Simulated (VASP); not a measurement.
# CdTe (F-43m) in VASP: a series of runs, part 3 of 3

VASP 6.6.1.

## Step 6: Elastic constants, PBE

Contents of INCAR:

```
SYSTEM = CdTe
ALGO = Normal
EDIFF = 1E-8
ENCUT = 600
GGA = PE
IBRION = 6
ISIF = 3
ISMEAR = 0
LASPH = .True.
LCHARG = .False.
LREAL = .False.
LWAVE = .False.
NELM = 80
NFREE = 2
NSW = 1
POTIM = 0.015
PREC = Accurate
SIGMA = 0.01
```

Contents of KPOINTS:

```
k-points
0
Gamma
  6 6 6
  0 0 0
```

Contents of POSCAR:

```
CdTe
1.0
    0.0000000000      3.2050000000      3.2050000000
    3.2050000000      0.0000000000      3.2050000000
    3.2050000000      3.2050000000      0.0000000000
Te Cd
1 1
Direct
    0.7500000000      0.7500000000      0.7500000000
    0.0000000000      0.0000000000      0.0000000000
```

Potentials or basis: VASP PAW PBE potentials, release 64 (Te, Cd).

Launch:

```
> cat potpaw_PBE.64/Te/POTCAR potpaw_PBE.64/Cd/POTCAR > POTCAR
> mpirun -np 1 vasp_std > vasp.out
```

OUTCAR:

```text
SYSTEM = CdTe
   EDIFF = 1E-8
   ENCUT = 600
   GGA = PE
   IBRION = 6
   ISIF = 3
   ISMEAR = 0
   LASPH = .True.
   LREAL = .False.
   NELM = 80
   NFREE = 2
   NSW = 1
   POTIM = 0.015
   PREC = Accurate

 ion  position               nearest neighbor table
   1  0.750  0.750  0.750-   2 2.78   2 2.78   2 2.78   2 2.78
   2  0.000  0.000  0.000-   1 2.78   1 2.78   1 2.78   1 2.78

  LATTYP: Found a face centered cubic cell.
 ALAT       =     6.4100000000

  Lattice vectors:

 A1 = (   0.0000000000,   3.2050000000,   3.2050000000)
 A2 = (   3.2050000000,   0.0000000000,   3.2050000000)
 A3 = (   3.2050000000,   3.2050000000,   0.0000000000)
[... 798 lines left out ...]
          X           Y           Z          XY          YZ          ZX
  --------------------------------------------------------------------------------
  x     0.00000     0.00000     0.00000     0.00000     7.93896     0.00000
  y     0.00000     0.00000     0.00000     0.00000     0.00000     7.93896
  z     0.00000     0.00000     0.00000     7.93896     0.00000     0.00000

 INTERNAL STRAIN TENSOR FOR ION    2 for displacements in x,y,z  (eV/Angst):
          X           Y           Z          XY          YZ          ZX
  --------------------------------------------------------------------------------
  x     0.00000     0.00000     0.00000     0.00000    -7.93029     0.00000
  y    -0.00000    -0.00000    -0.00000     0.00000     0.00000    -7.93029
  z     0.00000     0.00000     0.00000    -7.93029     0.00000     0.00000

 Eigenvectors and eigenvalues of the dynamical matrix
 ----------------------------------------------------

   1 f  =    4.656955 THz    29.260514 2PiTHz  155.339312 cm-1    19.259611 meV
             X         Y         Z           dx          dy          dz
      4.807500  4.807500  4.807500     0.684722   -0.000000   -0.000000
      0.000000  0.000000  0.000000    -0.728804   -0.000000   -0.000000
[... 21 lines left out ...]
   6 f/i=    0.002273 THz     0.014279 2PiTHz    0.075805 cm-1     0.009399 meV
             X         Y         Z           dx          dy          dz
      4.807500  4.807500  4.807500    -0.000320   -0.612649   -0.394736
      0.000000  0.000000  0.000000    -0.000301   -0.575593   -0.370861

--------------------------------------------------------------------------------------------------------

 ELASTIC MODULI CONTR FROM IONIC RELAXATION (kBar)
 Direction    XX          YY          ZZ          XY          YZ          ZX
 --------------------------------------------------------------------------------
 XX          -0.0000     -0.0000     -0.0000      0.0000      0.0000     -0.0000
 YY          -0.0000     -0.0000     -0.0000      0.0000      0.0000     -0.0000
 ZZ          -0.0000     -0.0000     -0.0000      0.0000      0.0000     -0.0000
 XY           0.0000      0.0000      0.0000   -288.8629      0.0000      0.0000
 YZ           0.0000      0.0000      0.0000      0.0000   -288.8629      0.0000
 ZX          -0.0000     -0.0000     -0.0000      0.0000      0.0000   -288.8629
 --------------------------------------------------------------------------------

 TOTAL ELASTIC MODULI (kBar)
 Direction    XX          YY          ZZ          XY          YZ          ZX
 --------------------------------------------------------------------------------
 XX         592.0822    462.1412    462.1412      0.0000      0.0000     -0.0000
 YY         462.1412    592.0822    462.1412      0.0000      0.0000     -0.0000
 ZZ         462.1412    462.1412    592.0822      0.0000      0.0000     -0.0000
 XY           0.0000      0.0000      0.0000    170.5387      0.0000     -0.0000
 YZ           0.0000      0.0000      0.0000      0.0000    170.5387     -0.0000
 ZX          -0.0000     -0.0000     -0.0000     -0.0000     -0.0000    170.5387
 --------------------------------------------------------------------------------
```

OSZICAR:

```text
N       E                     dE             d eps       ncg     rms          rms(c)
DAV:   1     0.111649096763E+03    0.11165E+03   -0.90215E+03   416   0.135E+03
DAV:   2    -0.452828765663E+00   -0.11210E+03   -0.10774E+03   446   0.288E+02
DAV:   3    -0.490843254092E+01   -0.44556E+01   -0.44432E+01   516   0.619E+01
[... 210 lines left out ...]
DAV:   5    -0.472022295352E+01   -0.13435E-05   -0.37772E-06  1316   0.139E-02    0.494E-03
DAV:   6    -0.472022287769E+01    0.75825E-07   -0.69240E-07  1326   0.617E-03    0.294E-03
DAV:   7    -0.472022298646E+01   -0.10876E-06   -0.19098E-07  1381   0.330E-03    0.576E-04
DAV:   8    -0.472022299753E+01   -0.11070E-07   -0.13044E-08  1275   0.784E-04    0.261E-04
DAV:   9    -0.472022299802E+01   -0.49590E-09   -0.90811E-10   708   0.211E-04
  17 F= -.47202230E+01 E0= -.47202230E+01  d E =-.141481E-47
```

stdout:

```text
POSCAR found type information on POSCAR TeCd
 POSCAR found :  2 types and       2 ions
 scaLAPACK will be used
 LDA part: xc-table for (Slater+PW92), standard interpolation
 POSCAR, INCAR and KPOINTS ok, starting setup
 FFT: planning ... GRIDC
 FFT: planning ... GRID_SOFT
 FFT: planning ... GRID
 WAVECAR not read
 entering main loop
 Found     2 degrees of freedom:
 Adding 6 more for cell shape distortion
 Finite differences POTIM= 0.01500 DOF=   8
 bond charge predicted
 Finite differences progress:
 bond charge predicted
 Finite differences progress:
 bond charge predicted
 Finite differences progress:
 bond charge predicted
 Finite differences progress:
 bond charge predicted
 Finite differences progress:
 bond charge predicted
 Finite differences progress:
 bond charge predicted
 Finite differences progress:
 bond charge predicted
 Finite differences progress:
 bond charge predicted
 Finite differences progress:
 bond charge predicted
 Finite differences progress:
 bond charge predicted
 Finite differences progress:
 bond charge predicted
 Finite differences progress:
 bond charge predicted
 Finite differences progress:
 bond charge predicted
 Finite differences progress:
 bond charge predicted
 Finite differences progress:
 bond charge predicted
 Finite differences progress:
```

It used 1500 s of CPU time on 1 thread of AMD EPYC 7R13 Processor (Zen 3), on a shared host.

Results:

* Elastic constants C11, C12, C44: 59, 46, 17 GPa
* Voigt bulk modulus: 51 GPa
* Highest phonon frequency at Γ, LO-TO splitting left out: 155 cm⁻¹

Phonon frequencies in cm⁻¹ (negative: imaginary):
| q point | frequencies |
| --- | --- |
| (0.000, 0.000, 0.000) | 0 0 0 155 155 155 |

Elastic tensor in Voigt notation (GPa, in the Cartesian axes of the cell as first typed):
```
59 46 46  0  0  0
46 59 46  0  0  0
46 46 59  0  0  0
 0  0  0 17  0  0
 0  0  0  0 17  0
 0  0  0  0  0 17
```

Clamped-ion elastic tensor (GPa):
```
59 46 46  0  0  0
46 59 46  0  0  0
46 46 59  0  0  0
 0  0  0 46  0  0
 0  0  0  0 46  0
 0  0  0  0  0 46
```

Caveat: the cell is under stress, which shifts elastic constants; spin-orbit coupling is left out, which moves the levels of the heavy elements.
